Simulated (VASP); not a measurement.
Runs of VASP 6.6.1 on CoGe3. The structure is that of space group Pm-3m (No. 221), or close to it. The cells are those of the table. 

```tsv
task	level	cell	k mesh	cutoff (eV)	gap on the mesh (eV)	pressure (GPa)
single point	PBEsol	a = 3.926 Å, 4 atoms	10 × 10 × 10	520	none	(a)
single point	r2SCAN	a = 3.926 Å, 4 atoms	10 × 10 × 10	520	none	1.4
relaxation of cell and atoms	PBEsol	relaxed from a = 3.828 Å, 4 atoms	6 × 6 × 6	600	none	-0.1
single point	PBEsol	a = 3.931 Å, 4 atoms	6 × 6 × 6	520	none	0.3
```

Alike in all rows: potentials or basis VASP PAW PBE potentials, release 64 (Ge_d, Co); no spin polarisation; smearing gaussian 0.1 eV.

Q: Estimate the missing entries.

A: (a) 0.2.

Caveats: the PAW data sets were made with another functional, which shifts forces and pressure a little.

A k mesh can miss the band edges, and the runs leave out spin-orbit coupling on Ge.

A gap of «none» marks levels without a gap at the run's occupations.
